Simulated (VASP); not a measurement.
Write the native input for VASP 6.6.1 that does the following.

- Task: single point
- Functional: PBE
- Potentials or basis: VASP PAW PBE potentials, release 64 (In_d, Ga_d, As)
- Cutoff: 520 eV
- k mesh: 4 × 4 × 4
- Occupations: gaussian, width 0.2 eV
- Spin: no spin polarisation
- Dipole correction: no
- Further INCAR settings: ALGO = Normal; EDIFF = 1e-06; NBANDS = 46

The structure of In3GaAs4 lies in POSCAR:

```
In3GaAs4
1.0
    6.0805497141      0.0008220364      0.0004770379
    0.0007759495      6.0753323142     -0.0023213368
    0.0004649024     -0.0022959979      6.0768781657
In Ga As
3 1 4
Direct
    0.5003195769     -0.0000490762      0.0002392921
   -0.0004823117      0.0000892158      0.5003149899
    0.0003977396      0.4998527552     -0.0002287144
    0.4996125952      0.5001273726      0.4997551064
    0.2598925390      0.7401752765      0.2601594515
    0.2605157299      0.2598718492      0.7397667627
    0.7397358073      0.7394331810      0.7398539509
    0.7400083239      0.2604994259      0.2601391607
```

These files were run (other wordings do the same):

INCAR

```
PREC = Accurate
ENCUT = 520
EDIFF = 1E-6
ISMEAR = 0
SIGMA = 0.2
LREAL = False
LASPH = True
NELM = 80
ALGO = Normal
ISIF = 2
LWAVE = False
LCHARG = True
GGA = PE
LELF = True
LVHAR = True
NBANDS = 46
```

KPOINTS

```
regular mesh
0
Gamma
  4 4 4
```

Potentials or basis: VASP PAW PBE potentials, release 64 (In_d, Ga_d, As).

The run is started by

```console
$ cat potpaw_PBE.64/In_d/POTCAR potpaw_PBE.64/Ga_d/POTCAR potpaw_PBE.64/As/POTCAR > POTCAR
$ mpirun -np 1 vasp_std > vasp.out
```

Results of the run:

The pressure is 0.1 GPa. The largest force is 0.020 eV/Å and the band gap on the k mesh is zero (filled and empty bands touch).

Caveat: semilocal functionals underestimate gaps, and a narrow one can read as zero; spin-orbit coupling is left out, which moves the levels of the heavy elements.

It took 12 min on 1 thread of Intel Xeon 8259CL, with other jobs on the host, peak memory 0.54 GiB.
